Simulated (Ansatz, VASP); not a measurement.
## BaTiO3: VASP beside Ansatz

The input INCAR:

```
SYSTEM = BaTiO3
PREC = Accurate ; ENCUT = 910
EDIFF = 1E-6 ; ISMEAR = -1
SIGMA = 0.05 ; LREAL = .False.
LASPH = .True. ; NELM = 120
ALGO = Normal ; ISIF = 2
LWAVE = .False. ; LCHARG = .False.
GGA = PE ; NBANDS = 28
GGA_COMPAT = .False.
```

File KPOINTS:

```
regular mesh
0
Gamma
  5 5 5
  0 0 0
```

The input POSCAR:

```
BaTiO3
1.0
    3.9998000000     -0.0399980000      0.0000000000
   -0.0399980000      3.9998000000      0.0000000000
    0.0000000000      0.0000000000      4.0180000000
Ba Ti O
1 1 3
Direct
    0.0000000000      0.0000000000      0.0000000000
    0.5000000000      0.5000000000      0.4900000000
    0.0000000000      0.5000000000      0.5170000000
    0.5000000000      0.0000000000      0.5170000000
    0.5000000000      0.5000000000      0.0190000000
```

File input.yaml:

```yaml
crystal:
  lattice:
    - [3.9998, -0.039998, 0.0]
    - [-0.039998, 3.9998, 0.0]
    - [0.0, 0.0, 4.018]
  atoms:
    - { symbol: Ba, position: [0.0, 0.0, 0.0] }
    - { symbol: Ti, position: [0.5, 0.5, 0.49] }
    - { symbol: O, position: [0.0, 0.5, 0.517] }
    - { symbol: O, position: [0.5, 0.0, 0.517] }
    - { symbol: O, position: [0.5, 0.5, 0.019] }
hamiltonian:
  xc: pbe
  pseudopotentials: { kind: paw }
kpoints:
  mp_grid: { grid: [5, 5, 5] }
scf:
  occupations: { method: fermi_dirac, width: 0.05 }
output:
  forces: true
  stress: true
  eigenvalues: true
  write_density: true
  write_potential: true
  elf: true
  volumetric_format: npy
```

Alike in both runs: task single point; functional PBE; k mesh 5 × 5 × 5; occupations fermi-dirac, width 0.05 eV; no spin polarisation.

```csv
,VASP,Ansatz
version,VASP 6.6.1,Ansatz 0.2.0
potentials or method,"VASP PAW PBE potentials, release 64 (Ba_sv, Ti_sv, O_h)",Ansatz PAW
plane-wave cutoff (eV),910,420
valence electrons in the cell,40,40
```

|  | VASP | Ansatz | Ansatz less VASP |
| --- | --- | --- | --- |
| gap on the k mesh at the Fermi level (eV) | 1.92 | 1.97 | +0.045 |
| least direct gap on the mesh (eV) | 1.99 | 2.01 | +0.025 |
| rms of the force components (eV/Å) | 0.097 | 0.099 | +0.0022 |

Atom by atom the forces differ by 0.012 eV/Å (rms over components).

Spin-orbit coupling is off throughout. Noted on VASP's run: the cutoff is short for stress, so the pressure is rough. Noted on Ansatz's run: odd divisions of the mesh miss points on the zone boundary, where band edges often lie, so the gap on the mesh can be too wide.
